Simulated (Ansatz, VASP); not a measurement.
## HfO2 in VASP and in Ansatz

INCAR

```
PREC = Accurate
ENCUT = 520
EDIFF = 1E-6
ISMEAR = 0
SIGMA = 0.01
LREAL = False
LASPH = True
NELM = 150
ALGO = Normal
ISIF = 2
LWAVE = False
LCHARG = False
MAGMOM = 0 0 0 0 0 0 0 0 0 0 0 0 0 0 0 0 0 0
LORBIT = 11
LSORBIT = True
GGA_COMPAT = False
LORBMOM = True
LMAXMIX = 4
GGA = PE
NBANDS = 60
```

Contents of KPOINTS:

```
Automatic mesh
0
Gamma
  6 6 8
```

POSCAR

```
HfO2
1.0
    4.8382978972      0.0000000000      0.0000000000
    0.0000000000      4.8382978972      0.0000000000
    0.0000000000      0.0000000000      3.2199925688
Hf O
2 4
Direct
    0.5000000000      0.5000000000      0.5000000000
    0.0000000000      0.0000000000      0.0000000000
    0.1949549136      0.8050450864      0.5000000000
    0.8050450864      0.1949549136      0.5000000000
    0.3050450864      0.3050450864      0.0000000000
    0.6949549136      0.6949549136      0.0000000000
```

Input for Ansatz:

```yaml
crystal:
  lattice:
    - [4.8382978972, 0.0, 0.0]
    - [0.0, 4.8382978972, 0.0]
    - [0.0, 0.0, 3.2199925688]
  atoms:
    - { symbol: Hf, position: [0.5, 0.5, 0.5] }
    - { symbol: Hf, position: [0.0, 0.0, 0.0] }
    - { symbol: O, position: [0.1949549136, 0.8050450864, 0.5] }
    - { symbol: O, position: [0.8050450864, 0.1949549136, 0.5] }
    - { symbol: O, position: [0.3050450864, 0.3050450864, 0.0] }
    - { symbol: O, position: [0.6949549136, 0.6949549136, 0.0] }
kpoints:
  mp_grid: { grid: [6, 6, 8] }
  band_path:
    path:
      - [0.0, 0.0, 0.0]
      - [0.0, 0.5, 0.0]
      - [0.5, 0.5, 0.0]
      - [0.0, 0.0, 0.5]
      - [0.0, 0.5, 0.5]
      - [0.5, 0.5, 0.5]
      - [-0.002604, -0.002604, 0.0]
    npoints: 1
hamiltonian:
  xc: pbe
scf:
  occupations: { method: fixed }
  n_extra_bands: 10
magnetization:
  noncollinear: true
  spin_orbit: true
output:
  forces: true
  stress: true
  eigenvalues: true
```

Alike in both runs: task single point; functional PBE; k mesh 6 × 6 × 8; non-collinear spin, spin-orbit coupling.

|  | VASP | Ansatz |
| --- | --- | --- |
| version | VASP 6.6.1 | Ansatz 0.2.0 |
| potentials or method | VASP PAW PBE potentials, release 64 (Hf_pv, O) | plane waves, PAW |
| plane-wave cutoff (eV) | 520 | 420 |
| occupations | gaussian, width 0.01 eV | fixed |
| valence electrons in the cell | 44 | 76 |

|  | VASP | Ansatz | Ansatz less VASP |
| --- | --- | --- | --- |
| pressure (GPa) | 2.2 | 4.7 | +2.46 |
| traceless stress, the component that is largest in VASP (GPa) | -0.19 | 0.20 | +0.392 |
| rms of the force components (eV/Å) | 0.007 | 0.015 | +0.0081 |
| net moment per atom (μB) | 0.00 | 0.00 | 0.000 |

Atom by atom the forces differ by 0.021 eV/Å (rms over components). VASP's potentials hold 44 valence electrons a cell and Ansatz's 76, so a difference there can come from the potentials and not from the codes.
